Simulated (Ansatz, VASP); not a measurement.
## ScIn3N2 in VASP and in Ansatz

```
Sc In N
1.0
     1.64516   -2.85232    0.00253
    -4.90008   -2.82799    0.46223
     0.80360    0.46404  -11.47912
Sc In N
2 6 4
Direct
  0.58285 0.50003 0.00007
  0.08272 0.00000 0.99994
  0.08229 0.58917 0.76659
  0.58230 0.08914 0.76651
  0.58351 0.91106 0.23336
  0.08355 0.41104 0.23343
  0.08601 0.49980 0.49991
  0.58606 0.99978 0.49984
  0.08298 0.70264 0.10886
  0.58300 0.20265 0.10884
  0.58243 0.79737 0.89132
  0.08229 0.29732 0.89133
```

Change from the starting cell: cell x2, atoms moved at random (sigma 0.1 Å) and cell strained at random (1.5 %), then relaxed without symmetry.

Alike in both runs: functional PBE; k mesh 6 × 4 × 2; occupations gaussian, width 0.2 eV; no spin polarisation.

Ansatz relaxed the structure, and its values are those at the end. VASP's run is a single point on that final structure, the one shown.

```csv
,VASP,Ansatz
version,VASP 6.6.1,Ansatz 0.2.0
potentials or method,"VASP PAW PBE potentials, release 64 (Sc_sv, In_d, N), cutoff 520 eV","scalar-relativistic, plane waves, PAW"
valence electrons in the cell,120,120
```

Ansatz gave:

| Item | Value |
| --- | --- |
| gap on the k mesh at the Fermi level (eV) | none |
| pressure (GPa) | 0.0 |
| rms of the force components (eV/Å) | 0.005 |

**Question.** What did VASP give for the same quantities?

**Answer.** gap on the k mesh at the Fermi level (eV): none; pressure (GPa): 0.2; rms of the force components (eV/Å): 0.016.

A gap of «none» marks a metal or a gap that the smearing closes.
